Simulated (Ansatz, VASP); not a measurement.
# MgSe: VASP beside Ansatz

File INCAR:

```
SYSTEM = MgSe
PREC = Accurate
ENCUT = 600
EDIFF = 1E-6
ISMEAR = -4
SIGMA = 0.1
LREAL = .False.
LASPH = .True.
NELM = 200
ALGO = Normal
ISIF = 2
LWAVE = .False.
LCHARG = .False.
MAGMOM = 0 0 0 0 0 0
LORBIT = 11
LSORBIT = .True.
GGA_COMPAT = .False.
LORBMOM = .True.
GGA = PE
NBANDS = 20
```

KPOINTS

```
regular mesh
0
Gamma
  4 4 4
  0 0 0
```

File POSCAR:

```
MgSe
1.0
    0.0000000000      2.7337235204      2.7337235204
    2.7337235204      0.0000000000      2.7337235204
    2.7337235204      2.7337235204      0.0000000000
Mg Se
1 1
Direct
    0.0000000000      0.0000000000      0.0000000000
    0.5000000000      0.5000000000      0.5000000000
```

Input for Ansatz:

```yaml
crystal:
  lattice:
    - [0.0, 2.7337235204, 2.7337235204]
    - [2.7337235204, 0.0, 2.7337235204]
    - [2.7337235204, 2.7337235204, 0.0]
  atoms:
    - { symbol: Mg, position: [0.0, 0.0, 0.0] }
    - { symbol: Se, position: [0.5, 0.5, 0.5] }
basis:
  ecutwfc: 420
kpoints:
  mp_grid: { grid: [4, 4, 4] }
hamiltonian:
  xc: pbe
scf:
  occupations: { method: tetrahedron_uncorrected }
output:
  forces: true
  stress: true
  eigenvalues: true
magnetization:
  noncollinear: true
  spin_orbit: true
```

Alike in both runs: task single point; functional PBE; k mesh 4 × 4 × 4; non-collinear spin, spin-orbit coupling.

|  | VASP | Ansatz |
| --- | --- | --- |
| version | VASP 6.6.1 | Ansatz 0.2.0 |
| potentials or method | VASP PAW PBE potentials, release 64 (Mg, Se), cutoff 600 eV | plane waves, PAW |
| occupations | tetrahedron | tetrahedron-uncorrected |
| valence electrons in the cell | 8 | 26 |

Ansatz gave:

- pressure (GPa): 1.8
- net moment per atom (μB): 0.00

Question: Estimate VASP's values.

Answer: Pressure (GPa): 1.7; net moment per atom (μB): 0.00.

VASP's potentials hold 8 valence electrons a cell and Ansatz's 26, so a difference there can come from the potentials and not from the codes. Ansatz's warnings: band table not solved further.

The k mesh is coarse, so the values compare programs but aren't converged.
